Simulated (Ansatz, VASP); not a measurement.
Ca: VASP beside Ansatz

```
CELL_PARAMETERS angstrom
3.09743 0.00000 0.00000
-1.54871 2.68245 0.00000
0.00000 0.00000 10.18984
ATOMIC_POSITIONS crystal
Ca 0.00000 0.00000 0.00000
Ca 0.00000 0.00000 0.50000
Ca 0.33333 0.66667 0.25000
Ca 0.66667 0.33333 0.75000
```

Change from the starting cell: volume scaled by 0.5, LAPW.

Alike in both runs: task single point; functional PBE; k mesh 7 × 7 × 4; occupations fermi-dirac, width 0.1 eV; no spin polarisation.

```csv
,VASP,Ansatz
version,VASP 6.6.1,Ansatz 0.2.0
potentials or method,"VASP PAW PBE potentials, release 64 (Ca_sv), cutoff 520 eV","all-electron LAPW, scalar-relativistic"
```

VASP gave:

```
pressure (GPa)                                                : 33.3
traceless stress, the component that is largest in VASP (GPa) : 0.08
```

Problem. Estimate Ansatz's values.

Solution. Pressure (GPa): 33.2; traceless stress, the component that is largest in VASP (GPa): 0.09.

Both programs put the cell under a high pressure, so it lies far from rest at this level. Ansatz ran all-electron here, and VASP with PAW potentials.
